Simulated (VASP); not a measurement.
# BP (F-43m) in VASP: further runs, part 2 of 2

VASP 6.6.1. Earlier steps stand in the parts before.

## (3) Vibrations by perturbation theory, LDA

This run uses another cell than the first one, of 9.79 Å³/atom.

INCAR

```
PREC = Accurate
ENCUT = 500
EDIFF = 1E-8
ISMEAR = 0
SIGMA = 0.01
LREAL = False
LASPH = True
NELM = 120
ALGO = Normal
ISIF = 2
LWAVE = False
LCHARG = False
NBANDS = 11
IBRION = 8
NSW = 1
LEPSILON = True
GGA_COMPAT = False
```

KPOINTS

```
regular mesh
0
Gamma
  12 12 12
```

POSCAR

```
BP
1.0
    0.0000000000      2.1394742201      2.1394742201
    2.1394742201      0.0000000000      2.1394742201
    2.1394742201      2.1394742201      0.0000000000
B P
1 1
Direct
    0.0000000000      0.0000000000      0.0000000000
    0.2500000000      0.2500000000      0.2500000000
```

Potentials or basis: VASP PAW LDA potentials, release 64 (B, P).

Started as:

```
$ cat potpaw_LDA.64/B/POTCAR potpaw_LDA.64/P/POTCAR > POTCAR
$ mpirun -np 1 vasp_std > vasp.out
```

OUTCAR:

```text
PREC = Accurate
   ENCUT = 500
   EDIFF = 1E-8
   ISMEAR = 0
   LREAL = False
   LASPH = True
   NELM = 120
   ISIF = 2
   IBRION = 8
   NSW = 1
   LEPSILON = True

 ion  position               nearest neighbor table
   1  0.000  0.000  0.000-   2 1.85   2 1.85   2 1.85   2 1.85
   2  0.250  0.250  0.250-   1 1.85   1 1.85   1 1.85   1 1.85

  LATTYP: Found a face centered cubic cell.
 ALAT       =     4.2789484402

  Lattice vectors:

 A1 = (   0.0000000000,   2.1394742201,   2.1394742201)
 A2 = (   2.1394742201,   0.0000000000,   2.1394742201)
 A3 = (   2.1394742201,   2.1394742201,   0.0000000000)

Analysis of symmetry for initial positions (statically):
=====================================================================
 Subroutine PRICEL returns:
 Original cell was already a primitive cell.

 Routine SETGRP: Setting up the symmetry group for a
 face centered cubic supercell.

 Subroutine GETGRP returns: Found 24 space group operations
 (whereof 24 operations were pure point group operations)
 out of a pool of 48 trial point group operations.

The static configuration has the point symmetry T_d .

Analysis of symmetry for dynamics (positions and initial velocities):
=====================================================================
 Subroutine PRICEL returns:
 Original cell was already a primitive cell.

 Routine SETGRP: Setting up the symmetry group for a
 face centered cubic supercell.

 Subroutine GETGRP returns: Found 24 space group operations
 (whereof 24 operations were pure point group operations)
 out of a pool of 48 trial point group operations.

The dynamic configuration has the point symmetry T_d .

 Subroutine INISYM returns: Found 24 space group operations
 (whereof 24 operations are pure point group operations),
 and found     1 'primitive' translations

----------------------------------------------------------------------------------------

                                     Primitive cell

  volume of cell :      19.5862

  direct lattice vectors                    reciprocal lattice vectors
     0.000000000  2.139474220  2.139474220    -0.233702278  0.233702278  0.233702278
     2.139474220  0.000000000  2.139474220     0.233702278 -0.233702278  0.233702278
     2.139474220  2.139474220  0.000000000     0.233702278  0.233702278 -0.233702278

  length of vectors
     3.025673458  3.025673458  3.025673458     0.404784220  0.404784220  0.404784220

  position of ions in fractional coordinates (direct lattice)
     0.000000000  0.000000000  0.000000000
     0.250000000  0.250000000  0.250000000

  ion indices of the primitive-cell ions
[... 525 lines left out ...]
    -0.00066  0.42811  0.00000
     0.42811 -0.00066  0.00000
     0.00000  0.00000  0.00044

--------------------------------------- Ionic step        4  -------------------------------------------

------------------------ aborting loop because EDIFF is reached ----------------------------------------

[... ionic steps 5 to 6 ...]

--------------------------------------- Ionic step        7  -------------------------------------------

 Free energy of the ion-electron system (eV)
  ---------------------------------------------------
  ---------------------------------------------------
  free energy    TOTEN  =        -0.04077260 eV

  energy without entropy =       -0.04077260

------------------------ aborting loop because EDIFF is reached ----------------------------------------

 INTERNAL STRAIN TENSOR  FOR ION    2  DIRECTION 1   (eV/Angst):
 -----------------------------------------------------------------------------
     0.00582  0.00000  0.00000
     0.00000 -0.00047-14.93090
     0.00000-14.93090 -0.00047

 MACROSCOPIC STATIC DIELECTRIC TENSOR (including local field effects in DFT)
 ------------------------------------------------------
           9.218372     0.000000    -0.000000
          -0.000000     9.218372     0.000000
          -0.000000    -0.000000     9.218372
 ------------------------------------------------------

 PIEZOELECTRIC TENSOR (including local field effects)  for field in x, y, z        (e  Angst)
          XX          YY          ZZ          XY          YZ          ZX
  --------------------------------------------------------------------------------
  x     0.00000     0.00000     0.00000     0.00000     0.52054     0.00000
  y    -0.00000    -0.00000     0.00000     0.00000     0.00000     0.52054
  z     0.00000    -0.00000     0.00000     0.52054     0.00000     0.00000

 PIEZOELECTRIC TENSOR (including local field effects)  for field in x, y, z        (C/m^2)
          XX          YY          ZZ          XY          YZ          ZX
  --------------------------------------------------------------------------------
  x     0.00000     0.00000     0.00000     0.00000     0.42581     0.00000
  y    -0.00000    -0.00000     0.00000     0.00000     0.00000     0.42581
  z     0.00000    -0.00000     0.00000     0.42581     0.00000     0.00000

 BORN EFFECTIVE CHARGES (including local field effects) (in |e|, cummulative output)
 ---------------------------------------------------------------------------------
 ion    1
    1    -1.10145    -0.00000    -0.00000
    2     0.00000    -1.10145    -0.00000
    3    -0.00000     0.00000    -1.10145
 ion    2
    1     1.10145     0.00000     0.00000
    2    -0.00000     1.10145     0.00000
    3     0.00000    -0.00000     1.10145

 INTERNAL STRAIN TENSOR FOR ION    2 for displacements in x,y,z  (eV/Angst):
          X           Y           Z          XY          YZ          ZX
  --------------------------------------------------------------------------------
  x     0.00000     0.00000     0.00000     0.00000   -14.93090     0.00000
  y     0.00000    -0.00000     0.00000     0.00000     0.00000   -14.93090
  z     0.00000     0.00000     0.00000   -14.93090     0.00000     0.00000

 SECOND DERIVATIVES (NOT SYMMETRIZED)
 ------------------------------------
               1X          1Y          1Z          2X          2Y          2Z
  1X   -26.323636    0.000000    0.000000   26.323636    0.000000    0.000000
  1Y     0.000000  -26.323636    0.000000    0.000000   26.323636    0.000000
  1Z     0.000000    0.000000  -26.323636    0.000000    0.000000   26.323636
  2X    26.329196    0.000000    0.000000  -26.329196    0.000000    0.000000
  2Y     0.000000   26.329196    0.000000    0.000000  -26.329196    0.000000
  2Z     0.000000    0.000000   26.329196    0.000000    0.000000  -26.329196

 Eigenvectors and eigenvalues of the dynamical matrix
 ----------------------------------------------------

   1 f  =   28.334409 THz   178.030340 2PiTHz  945.134137 cm-1   117.181646 meV
             X         Y         Z           dx          dy          dz
      0.000000  0.000000  0.000000    -0.000000   -0.860947    0.000000
      1.069737  1.069737  1.069737     0.000000    0.508694    0.000000
[... 21 lines left out ...]
   6 f/i=    0.001311 THz     0.008234 2PiTHz    0.043715 cm-1     0.005420 meV
             X         Y         Z           dx          dy          dz
      0.000000  0.000000  0.000000     0.217720   -0.459747    0.000000
      1.069737  1.069737  1.069737     0.368484   -0.778107    0.000000

--------------------------------------------------------------------------------------------------------

 MACROSCOPIC STATIC DIELECTRIC TENSOR IONIC CONTRIBUTION
 ------------------------------------------------------
           0.425752     0.000000     0.000000
           0.000000     0.425752    -0.000000
           0.000000    -0.000000     0.425752
 ------------------------------------------------------

 ELASTIC MODULI CONTR FROM IONIC RELAXATION (kBar)
 Direction    XX          YY          ZZ          XY          YZ          ZX
 --------------------------------------------------------------------------------
 XX          -0.0000      0.0000      0.0000      0.0000      0.0000      0.0000
 YY           0.0000     -0.0000      0.0000      0.0000      0.0000     -0.0000
 ZZ           0.0000      0.0000     -0.0000      0.0000      0.0000      0.0000
 XY           0.0000      0.0000      0.0000   -716.6175      0.0000      0.0000
 YZ           0.0000      0.0000      0.0000      0.0000   -716.6175      0.0000
 ZX           0.0000     -0.0000      0.0000      0.0000      0.0000   -716.6175
 --------------------------------------------------------------------------------

 PIEZOELECTRIC TENSOR IONIC CONTR  for field in x, y, z        (C/m^2)
          XX          YY          ZZ          XY          YZ          ZX
  --------------------------------------------------------------------------------
  x     0.00000    -0.00000     0.00000    -0.00000    -0.51975    -0.00000
  y    -0.00000    -0.00000     0.00000    -0.00000     0.00000    -0.51975
  z     0.00000     0.00000     0.00000    -0.51975    -0.00000     0.00000
```

stdout:

```text
POSCAR found type information on POSCAR B P
 POSCAR found :  2 types and       2 ions
 scaLAPACK will be used
 LDA part: xc-table for (Slater(with rela. corr.)+CA(PZ))
 , standard interpolation
 POSCAR, INCAR and KPOINTS ok, starting setup
 FFT: planning ... GRIDC
 FFT: planning ... GRID_SOFT
 FFT: planning ... GRID
[... 24 lines left out ...]
 Linear response to external field, progress :
  Direction:   3
 dielectric tensor                  component  3 :     1.390     2.100     9.218
 Linear response DOF=           2
 Linear response progress:
 first order change of Fermi-energy   0.78356E-04
 force on displaced ion       1 direction 1 : -26.324   0.000   0.000
 Born effective charge ion    1 direction 1 :  -1.103   0.000   0.000
 Linear response progress:
 first order change of Fermi-energy   0.78584E-04
 force on displaced ion       2 direction 1 : -26.329   0.000   0.000
 Born effective charge ion    2 direction 1 :   1.098   0.000   0.000
 Born effective charges drift removed
 Linear response finished
```

It took 4.4 min on 1 thread of Intel Xeon 8259CL, shared host; peak memory 0.25 GiB.

What came out:

- Electronic dielectric tensor (diagonal): 9.22
- Born charges (mean of the diagonal): B -1.10; P +1.10 e
- Highest phonon frequency at Γ, LO-TO splitting left out: 945 cm⁻¹

Phonon frequencies in cm⁻¹ (negative: imaginary):
| q point | frequencies |
| --- | --- |
| (0.000, 0.000, 0.000) | 0 0 0 945 945 945 |

Electronic dielectric tensor:
```
9.22 0.00 0.00
0.00 9.22 0.00
0.00 0.00 9.22
```

Born effective charge tensors (e):
atom 1, B
```
-1.10  0.00  0.00
 0.00 -1.10  0.00
 0.00  0.00 -1.10
```
atom 2, P
```
1.10 0.00 0.00
0.00 1.10 0.00
0.00 0.00 1.10
```

Caveat: the cell stands under pressure or tension, which shifts response properties.
